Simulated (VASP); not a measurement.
# Y2Fe (P6/mmm) in VASP: a series of runs

The runs below take Y2Fe through relaxation of cell and atoms, with PBE.

Program: VASP 6.6.1. These are calculated values, not measurements. Logs are shortened: lines on timing, memory, paths and dates and some standing lists are left out, and cuts for length are marked.

## 1. The cell of the first run

It takes space group P6/mmm (No. 191, hexagonal). Conventional cell: a = 4.010 Å, b = 4.010 Å, c = 4.330 Å, α = 90.00°, β = 90.00°, γ = 120.00°. Within 3.2 Å of Y (site symmetry -6m2) lie 3 Y at 2.32 Å and 6 Fe at 3.17 Å. Fe (site symmetry 6/mmm) has 12 Y at 3.17 Å and 8 Fe at 4.01 to 4.33 Å within 4.4 Å.

## 2. Relaxation of cell and atoms, PBE, collinear spin

INCAR reads:

```
ALGO = Fast
EDIFF = 1E-7
EDIFFG = -0.04
ENCUT = 600
GGA = PE
IBRION = 2
ISIF = 3
ISMEAR = 0
ISPIN = 2
LASPH = T
LCHARG = F
LMAXMIX = 4
LORBIT = 11
LREAL = F
LWAVE = F
MAGMOM = -0.13 -0.13 2.93
NELM = 150
NSW = 90
PREC = Accurate
SIGMA = 0.1
```

KPOINTS reads:

```
k-points
0
Gamma
  6 6 4
```

POSCAR reads:

```
Y2Fe
1.0
    4.0102130130      0.0000000000      0.0000000000
   -2.0051065065      3.4729463438      0.0000000000
    0.0000000000      0.0000000000      4.3299642166
Y Fe
2 1
Direct
    0.3333333333      0.6666666667      0.5000000000
    0.6666666667      0.3333333333      0.5000000000
    0.0000000000      0.0000000000      0.0000000000
```

Potentials or basis: VASP PAW PBE potentials, release 64 (Y_sv, Fe).

Run with:

```bash
cat potpaw_PBE.64/Y_sv/POTCAR potpaw_PBE.64/Fe/POTCAR > POTCAR
mpirun -np 1 vasp_std > vasp.out
```

OUTCAR:

```text
EDIFF = 1E-7
   EDIFFG = -0.04
   ENCUT = 600
   GGA = PE
   IBRION = 2
   ISIF = 3
   ISMEAR = 0
   ISPIN = 2
   LASPH = T
   LORBIT = 11
   LREAL = F
   NELM = 150
   NSW = 90
   PREC = Accurate

 ion  position               nearest neighbor table
   1  0.333  0.667  0.500-   2 2.32   2 2.32   2 2.32   3 3.17   3 3.17   3 3.17   3 3.17   3 3.17
                             3 3.17
   2  0.667  0.333  0.500-   1 2.32   1 2.32   1 2.32   3 3.17   3 3.17   3 3.17   3 3.17   3 3.17
                             3 3.17
   3  0.000  0.000  0.000-   1 3.17   2 3.17   1 3.17   2 3.17   1 3.17   1 3.17   2 3.17   2 3.17
                             2 3.17   2 3.17   1 3.17   1 3.17

  LATTYP: Found a hexagonal cell.
 ALAT       =     4.0102130130
 C/A-ratio  =     1.0797342192

  Lattice vectors:

 A1 = (   4.0102130130,   0.0000000000,   0.0000000000)
 A2 = (  -2.0051065065,   3.4729463438,   0.0000000000)
 A3 = (   0.0000000000,   0.0000000000,   4.3299642166)

Analysis of symmetry for initial positions (statically):
=====================================================================
 Subroutine PRICEL returns:
 Original cell was already a primitive cell.

 Routine SETGRP: Setting up the symmetry group for a
 hexagonal supercell.

 Subroutine GETGRP returns: Found 24 space group operations
 (whereof 24 operations were pure point group operations)
 out of a pool of 24 trial point group operations.

The static configuration has the point symmetry D_6h.

Analysis of symmetry for dynamics (positions and initial velocities):
=====================================================================
 Subroutine PRICEL returns:
 Original cell was already a primitive cell.

 Routine SETGRP: Setting up the symmetry group for a
 hexagonal supercell.

 Subroutine GETGRP returns: Found 24 space group operations
 (whereof 24 operations were pure point group operations)
 out of a pool of 24 trial point group operations.

The dynamic configuration has the point symmetry D_6h.

Analysis of structural, dynamic, and magnetic symmetry:
=====================================================================
 Subroutine PRICEL returns:
 Original cell was already a primitive cell.

 Routine SETGRP: Setting up the symmetry group for a
 hexagonal supercell.

 Subroutine GETGRP returns: Found 24 space group operations
 (whereof 24 operations were pure point group operations)
 out of a pool of 24 trial point group operations.

The overall configuration has the point symmetry D_6h.

 Subroutine INISYM returns: Found 24 space group operations
 (whereof 24 operations are pure point group operations),
 and found     1 'primitive' translations

----------------------------------------------------------------------------------------

                                     Primitive cell

  volume of cell :      60.3045

  direct lattice vectors                    reciprocal lattice vectors
     4.010213013  0.000000000  0.000000000     0.249363312  0.143969975  0.000000000
    -2.005106507  3.472946344  0.000000000     0.000000000  0.287939951  0.000000000
     0.000000000  0.000000000  4.329964217     0.000000000  0.000000000  0.230948791

  length of vectors
     4.010213013  4.010213013  4.329964217     0.287939951  0.287939951  0.230948791

  position of ions in fractional coordinates (direct lattice)
     0.333333333  0.666666667  0.500000000
     0.666666667  0.333333333  0.500000000
     0.000000000  0.000000000  0.000000000

  ion indices of the primitive-cell ions
   primitive index   ion index
                 1           1
                 2           2
                 3           3

----------------------------------------------------------------------------------------

 KPOINTS: k-points

Automatic generation of k-mesh.
 Grid dimensions read from file:
 generate k-points for:    6    6    4

 Generating k-lattice:

  Cartesian coordinates                     Fractional coordinates (reciprocal lattice)
     0.041560552  0.023994996  0.000000000     0.166666667  0.000000000  0.000000000
     0.000000000  0.047989992  0.000000000     0.000000000  0.166666667  0.000000000
     0.000000000  0.000000000  0.057737198     0.000000000  0.000000000  0.250000000

  Length of vectors
     0.047989992  0.047989992  0.057737198

  Shift w.r.t. Gamma in fractional coordinates (k-lattice)
     0.000000000  0.000000000  0.000000000

 Subroutine IBZKPT returns following result:
 ===========================================

 Found     21 irreducible k-points:

 Following reciprocal coordinates:
            Coordinates               Weight
  0.000000  0.000000  0.000000      1.000000
  0.166667  0.000000  0.000000      6.000000
  0.333333  0.000000  0.000000      6.000000
  0.500000  0.000000  0.000000      3.000000
  0.166667  0.166667  0.000000      6.000000
  0.333333  0.166667  0.000000     12.000000
[... 13 lines left out ...]
  0.333333  0.166667  0.500000     12.000000
  0.333333  0.333333  0.500000      2.000000
   k-points           NKPTS =     21   k-points in BZ     NKDIM =     21   number of bands    NBANDS=     20
   number of dos      NEDOS =    301   number of ions     NIONS =      3
   total plane-waves  NPLWV =  36864
   dimension x,y,z NGX =    32 NGY =   32 NGZ =   36
   dimension x,y,z NGXF=    64 NGYF=   64 NGZF=   72
   ions per type =               2   1
   NGX,Y,Z   is equivalent  to a cutoff of  13.27, 13.27, 13.82 a.u.
   NGXF,Y,Z  is equivalent  to a cutoff of  26.53, 26.53, 27.64 a.u.
 SYSTEM =  unknown system
   PREC   = accura    normal or accurate (medium, high low for compatibility)
   ISTART =      0    job   : 0-new  1-cont  2-samecut
   ICHARG =      2    charge: 1-file 2-atom 10-const
   ISPIN  =      2    spin polarized calculation?
   LNONCOLLINEAR =      F non collinear calculations
   LSORBIT =      F    spin-orbit coupling
   LASPH  =      T    aspherical Exc in radial PAW
   ENCUT  =  600.0 eV  44.10 Ry    6.64 a.u.   8.01  8.01  8.65*2*pi/ulx,y,z
   NELM   =    150;   NELMIN=  2; NELMDL= -5     # of ELM steps
   EDIFF  = 0.1E-06   stopping-criterion for ELM
   LREAL  =      F    real-space projection
   EDIFFG = -.4E-01   stopping-criterion for IOM
   NSW    =     90    number of steps for IOM
   IBRION =      2    ionic relax: 0-MD 1-quasi-New 2-CG
   NFREE  =      1    steps in history (QN), initial steepest desc. (CG)
   ISIF   =      3    stress and relaxation
   ISYM   =      2    0-nonsym 1-usesym 2-fastsym
   POTIM  = 0.5000    time-step for ionic-motion
   TEBEG  =    0.0;   TEEND  =   0.0 temperature during run
   PSTRESS=    0.0 pullay stress
   NELECT =      30.0000    total number of electrons
   NUPDOWN=      -1.0000    fix difference up-down
   EMIN   =  10.00;   EMAX   =-10.00  energy-range for DOS
   EFERMI =   0.00;   METHOD = LEGACY
   ISMEAR =     0;   SIGMA  =   0.10  broadening in eV -4-tet -1-fermi 0-gaus
   EFERMI_NEDOS =   21; number of points for ismear=-14 and -15
   IALGO  =     68    algorithm
   IMIX   =      4    mixing-type and parameters
     AMIX     =   0.40;   BMIX     =  1.00
     AMIX_MAG =   1.60;   BMIX_MAG =  1.00
  volume/ion in A,a.u.               =      20.10       135.65
  Fermi-wavevector in a.u.,A,eV,Ry     =   1.297175  2.451306 22.894027  1.682664
  Thomas-Fermi vector in A             =   2.428584
   LORBIT       =     11    0 simple, 1 ext, 2 COOP (PROOUT), +10 PAW based schemes
   GGA     = PE    functional components
   LHFCALC =     F    Hartree Fock is set to
   AEXX    =    0.0000 exact exchange contribution
   IVDW    =     0    specifies the selected vdW correction
   LEPSILON=     F    determine dielectric tensor
   LRPA    =     F    only Hartree local field effects (RPA)
 conjugate gradient relaxation of ions
 spin polarized calculation
 RMM-DIIS sequential band-by-band and
 Gauss-broadening in eV      SIGMA  =   0.10
  energy-cutoff  :      600.00
  volume of cell :       60.30
 maximum number of plane-waves:      2032
   NGX = 17   NGY = 17   NGZ = 17

--------------------------------------- Ionic step        1  -------------------------------------------

 number of electron      29.9999999 magnetization       2.2007666

 Free energy of the ion-electron system (eV)
  ---------------------------------------------------
  ext. energy  EPLUGINS =         0.00000000
  ---------------------------------------------------
  free energy    TOTEN  =       -14.23626078 eV

  energy without entropy =      -14.21841073  energy(sigma->0) =      -14.22733575

------------------------ aborting loop because EDIFF is reached ----------------------------------------

  FORCE on cell =-STRESS in cart. coord.  units (eV):
  Direction    XX          YY          ZZ          XY          YZ          ZX
  --------------------------------------------------------------------------------------
  -------------------------------------------------------------------------------------
  Total       16.6275384     16.6275384     -6.8316143     -0.0000000     -0.0000000      0.0000000
  in kB      441.7623708    441.7623708   -181.5031225     -0.0000000     -0.0000000      0.0000000
  external PRESSURE =     234.0072064 kB  Pullay stress =       0.0000000 kB
[... 61 lines left out ...]
  energy  without entropy=      -18.1971572962  energy(sigma->0) =      -18.20739122

--------------------------------------- Ionic step        3  -------------------------------------------

 number of electron      29.9999997 magnetization      -2.2664193

 E-fermi :   2.5859     XC(G=0):  -9.4771

 val. band max:        2.5597533719   @ k =   0.0000   0.0000   0.0000
 cond. band min:       2.5875614478   @ k =   0.1667   0.1667   0.2500
 fundamental gap:      0.0278080758
 Fermi energy:         2.5859400014

 spin component 1

 k-point     1 :       0.0000    0.0000    0.0000
  band No.  band energies     occupation
      1     -40.5323      1.00000
      2     -40.2574      1.00000
      3     -20.9864      1.00000
      4     -20.9864      1.00000
      5     -20.3250      1.00000
      6     -20.0667      1.00000
[... 1140 lines left out ...]
  energy  without entropy=      -19.3878927904  energy(sigma->0) =      -19.39822746

--------------------------------------- Ionic step        8  -------------------------------------------

 number of electron      29.9999989 magnetization      -2.2559344

 Free energy of the ion-electron system (eV)
  ---------------------------------------------------
  ext. energy  EPLUGINS =         0.00000000
  ---------------------------------------------------
  free energy    TOTEN  =       -19.42559169 eV

  energy without entropy =      -19.40480136  energy(sigma->0) =      -19.41519652

 E-fermi :   3.7261     XC(G=0): -10.4763

 val. band max:        3.7198601988   @ k =   0.5000   0.0000   0.2500
 cond. band min:       3.7297666003   @ k =   0.1667   0.0000   0.5000
 fundamental gap:      0.0099064014
 Fermi energy:         3.7260508248

 spin component 1

 k-point     1 :       0.0000    0.0000    0.0000
  band No.  band energies     occupation
      1     -38.8766      1.00000
      2     -38.5704      1.00000
      3     -19.3779      1.00000
      4     -19.3779      1.00000
      5     -18.3388      1.00000
      6     -18.3388      1.00000
[... 988 lines left out ...]
  FREE ENERGIE OF THE ION-ELECTRON SYSTEM (eV)
  ---------------------------------------------------
  free  energy   TOTEN  =       -19.4255916892 eV

  energy  without entropy=      -19.4048013571  energy(sigma->0) =      -19.41519652

 reached required accuracy - stopping structural energy minimisation

 total charge

# of ion       s       p       d       f       tot
--------------------------------------------------
    1        2.279   6.270   1.166   0.023   9.738
    2        2.279   6.270   1.166   0.023   9.738
    3        0.392   0.313   5.968   0.000   6.673
--------------------------------------------------
tot          4.950  12.853   8.300   0.047  26.149

 magnetization (x)

# of ion       s       p       d       f       tot
--------------------------------------------------
    1        0.022   0.036   0.215   0.003   0.275
    2        0.022   0.036   0.215   0.003   0.275
    3       -0.032  -0.018  -2.861   0.000  -2.912
--------------------------------------------------
tot          0.011   0.053  -2.431   0.006  -2.361
```

Wall time 79 min (1 thread of Intel Xeon 8259CL, shared host); peak memory 0.29 GiB.

Results:

| Property | Result |
| --- | --- |
| Free energy | -19.4256 eV |
| Relaxed volume | 23.27 Å³/atom |
| Relaxed cell | a = 5.107 Å, b = 5.107 Å, c = 3.091 Å, α = 90.00°, β = 90.00°, γ = 120.00° |
| Space group after relaxing (to 0.1 Å) | P6/mmm (No. 191) |
| Energy gained by relaxing | 1729.8 meV/atom |
| Ionic steps | 8 |
| Pressure after relaxing | -0.1 GPa |
| Net moment | -2.26 μB per cell |
| Site moments | Y +0.28; Fe -2.91 μB |
| Valence electrons inside the program's atomic spheres | Y 9.74; Fe 6.67 |

The path:
| step | energy change (eV) | largest force (eV/Å) | pressure (GPa) | volume (Å³) |
| --- | --- | --- | --- | --- |
| 1 | 0.0000 | 0.0000 | 23.40 | 60.30 |
| 2 | -3.9814 | 0.0000 | -6.30 | 86.22 |
| 3 | -4.1325 | 0.0000 | -6.79 | 87.83 |
| 4 | -5.1101 | 0.0000 | -3.32 | 75.60 |
| 5 | -5.1676 | 0.0000 | -1.91 | 73.19 |
| 6 | -5.1725 | 0.0000 | -1.48 | 72.37 |
| 7 | -5.1723 | 0.0000 | -1.34 | 72.06 |
| 8 | -5.1893 | 0.0000 | -0.06 | 69.82 |

Final structure:
```yaml
crystal:
  lattice:
    - [5.10680, 0.00000, 0.00000]
    - [-2.55340, 4.42262, 0.00000]
    - [0.00000, 0.00000, 3.09123]
  atoms:
    - { symbol: Y, position: [0.33333, 0.66667, 0.50000] }
    - { symbol: Y, position: [0.66667, 0.33333, 0.50000] }
    - { symbol: Fe, position: [0.00000, 0.00000, 0.00000] }
```

Levels at points of the mesh, in eV from the Fermi level:
Spin up:
| k point | band 10 | band 11 | band 12 | band 13 | band 14 | band 15 | band 16 | band 17 | band 18 | band 19 |
| --- | --- | --- | --- | --- | --- | --- | --- | --- | --- | --- |
| (0.00, 0.00, 0.00) | -1.44 | -0.46 | -0.46 | -0.17 | -0.17 | 0.44 | 0.55 | 0.74 | 0.74 | 1.76 |
| (0.50, 0.00, 0.00) | -2.86 | -1.87 | -0.29 | -0.21 | -0.09 | 0.20 | 0.66 | 0.73 | 0.76 | 1.42 |
| (0.00, 0.00, 0.50) | -1.70 | -1.70 | -1.04 | -0.79 | -0.79 | 1.29 | 1.29 | 1.40 | 1.40 | 1.78 |
| (0.50, 0.00, 0.50) | -1.76 | -1.06 | -0.60 | -0.55 | -0.10 | 0.05 | 0.19 | 1.35 | 1.56 | 1.67 |
Spin down:
```tsv
k point	band 14	band 15	band 16	band 17	band 18	band 19
(0.00, 0.00, 0.00)	-2.16	-0.27	-0.27	-0.26	0.68	1.93
(0.50, 0.00, 0.00)	-2.18	-2.15	-0.12	0.07	0.51	1.05
(0.00, 0.00, 0.50)	-1.58	-0.05	-0.05	0.04	1.27	1.27
(0.50, 0.00, 0.50)	-1.65	-0.92	-0.29	-0.03	1.69	1.72
```

Caveat: the k points lie up to 0.51 Å⁻¹ apart in the final cell; the volume moved by over 15 % at a fixed basis, so the end points are rough.

## 3. Relaxation of cell and atoms, PBE, collinear spin

This run uses another cell than the first one, of 23.31 Å³/atom.

INCAR reads:

```
SYSTEM = Y2Fe
ALGO = Normal
EDIFF = 1E-6
EDIFFG = -0.04
ENCUT = 600
GGA = PE
IBRION = 2
ISIF = 3
ISMEAR = 0
ISPIN = 2
LASPH = .True.
LCHARG = .False.
LMAXMIX = 4
LORBIT = 11
LREAL = .False.
LWAVE = .False.
MAGMOM = -0.21 -0.21 3.32
NELM = 150
NSW = 90
PREC = Accurate
SIGMA = 0.1
```

KPOINTS reads:

```
k-points
0
Gamma
  6 6 6
  0 0 0
```

POSCAR reads:

```
Y2Fe
1.0
    5.1011436859      0.0000000000      0.0000000000
   -2.5505718429      4.4177200203      0.0000000000
    0.0000000000      0.0000000000      3.1031201343
Y Fe
2 1
Direct
    0.3333333333      0.6666666667      0.5000000000
    0.6666666667      0.3333333333      0.5000000000
    0.0000000000      0.0000000000      0.0000000000
```

Potentials or basis: VASP PAW PBE potentials, release 64 (Y_sv, Fe).

Run with:

```bash
cat potpaw_PBE.64/Y_sv/POTCAR potpaw_PBE.64/Fe/POTCAR > POTCAR
mpirun -np 1 vasp_std > vasp.out
```

Wall time 5.8 min (1 thread of Intel Xeon 8259CL, shared host); peak memory 0.32 GiB.

The run converged. Its results:

```yaml
Free_energy: -19.4317 eV
Relaxed_volume: 23.18 Å³/atom
Relaxed_cell: a = 5.099 Å, b = 5.099 Å, c = 3.088 Å, α = 90.00°, β = 90.00°, γ = 120.00°
Space_group_after_relaxing_to_0.1_Å: P6/mmm (No. 191)
Energy_gained_by_relaxing: 0.3 meV/atom
Ionic_steps: 2
Pressure_after_relaxing: 0.0 GPa
Net_moment: 2.08 μB per cell
Site_moments: Y -0.30; Fe +2.84 μB
Valence_electrons_inside_the_program's_atomic_spheres: Y 9.75; Fe 6.69
```

Stress tensor (GPa, compression positive):
```
 0.05  0.00  0.00
 0.00  0.05  0.00
 0.00  0.00 -0.13
```

Step by step:
```tsv
step	energy change (eV)	largest force (eV/Å)	pressure (GPa)	volume (Å³)
1	0.0000	0.0000	-0.27	69.93
2	-0.0008	0.0000	-0.01	69.53
```

Final structure:
```yaml
crystal:
  lattice:
    - [5.09897, 0.00000, 0.00000]
    - [-2.54948, 4.41584, 0.00000]
    - [0.00000, 0.00000, 3.08785]
  atoms:
    - { symbol: Y, position: [0.33333, 0.66667, 0.50000] }
    - { symbol: Y, position: [0.66667, 0.33333, 0.50000] }
    - { symbol: Fe, position: [0.00000, 0.00000, 0.00000] }
```

Levels at points of the mesh, in eV from the Fermi level:
Spin up:
| k point | band 14 | band 15 | band 16 | band 17 | band 18 | band 19 |
| --- | --- | --- | --- | --- | --- | --- |
| (0.00, 0.00, 0.00) | -2.10 | -0.29 | -0.29 | -0.29 | 0.64 | 1.88 |
| (0.50, 0.00, 0.00) | -2.12 | -2.09 | -0.13 | 0.03 | 0.47 | 1.02 |
| (0.00, 0.00, 0.50) | -1.61 | -0.07 | -0.07 | 0.05 | 1.24 | 1.24 |
| (0.50, 0.00, 0.50) | -1.71 | -0.91 | -0.32 | -0.07 | 1.65 | 1.70 |
Spin down:
| k point | band 12 | band 13 | band 14 | band 15 | band 16 | band 17 |
| --- | --- | --- | --- | --- | --- | --- |
| (0.00, 0.00, 0.00) | -0.54 | -0.18 | -0.18 | 0.40 | 0.46 | 0.73 |
| (0.50, 0.00, 0.00) | -0.31 | -0.29 | -0.10 | 0.11 | 0.64 | 0.66 |
| (0.00, 0.00, 0.50) | -1.10 | -0.84 | -0.84 | 1.22 | 1.22 | 1.41 |
| (0.50, 0.00, 0.50) | -0.65 | -0.64 | -0.16 | 0.05 | 0.19 | 1.35 |
